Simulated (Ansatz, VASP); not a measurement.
Given: the input of a run of VASP 6.6.1 on HgTe.

The input INCAR:

```
PREC = Accurate
ENCUT = 600
EDIFF = 1E-6
ISMEAR = -1
SIGMA = 0.05
LREAL = F
LASPH = T
NELM = 80
ALGO = Normal
ISIF = 3
LWAVE = F
LCHARG = F
GGA = RP
IBRION = 2
NSW = 60
EDIFFG = -0.01
```

File KPOINTS:

```
Automatic mesh
0
Gamma
  7 7 7
```

POSCAR

```
HgTe
1.0
    0.0000000000      3.1800000000      3.1800000000
    3.1800000000      0.0000000000      3.1800000000
    3.1800000000      3.1800000000      0.0000000000
Hg Te
1 1
Direct
    0.0000000000      0.0000000000      0.0000000000
    0.5000000000      0.5000000000      0.5000000000
```

Potentials or basis: VASP PAW PBE potentials, release 64 (Hg, Te).

The run is started by

```console
$ cat potpaw_PBE.64/Hg/POTCAR potpaw_PBE.64/Te/POTCAR > POTCAR
$ mpirun -np 1 vasp_std > vasp.out
```

Set up the same calculation for Ansatz 0.2.0. Potentials there: Ansatz PAW.

As run (the cutoff follows the program's own potentials):

The input input.yaml:

```yaml
crystal:
  lattice:
    - [0.0, 3.18, 3.18]
    - [3.18, 0.0, 3.18]
    - [3.18, 3.18, 0.0]
  atoms:
    - { symbol: Hg, position: [0.0, 0.0, 0.0] }
    - { symbol: Te, position: [0.5, 0.5, 0.5] }
hamiltonian:
  xc: rpbe
  pseudopotentials: { kind: paw }
kpoints:
  mp_grid: { grid: [7, 7, 7] }
scf:
  occupations: { method: fermi_dirac, width: 0.05 }
output:
  forces: true
  stress: true
  eigenvalues: true
relax:
  f_tol: 0.01
  max_steps: 40
  cell: { stress_tol: 0.05 }
```

Potentials or basis: Ansatz PAW.

Command:

```sh
$ ansatz run input.yaml --threads 2 --pin off --max-ram 5632MiB --backend cpu --events-out ev --progress --plain --runs-dir out
```

Both were run:

|  | VASP | Ansatz | Ansatz less VASP |
| --- | --- | --- | --- |
| gap on the k mesh at the Fermi level, each at its own relaxed structure (eV) | none | none | - |
| relaxed volume (Å³/atom) | 30.28 | 30.18 | -0.103 |
| relaxed cell length with the largest relative difference (Å) | 4.408 | 4.403 | -0.0050 |

VASP's potentials were made for PBE, not for RPBE. A gap of «none» marks a metal or a gap that the smearing closes. VASP's potentials hold 18 valence electrons a cell and Ansatz's 36, so a difference there can come from the potentials and not from the codes.

Spin-orbit coupling is off throughout. Noted on Ansatz's run: the plane-wave basis is chosen anew once the cell has moved, so the energies of steps on either side of that aren't comparable.
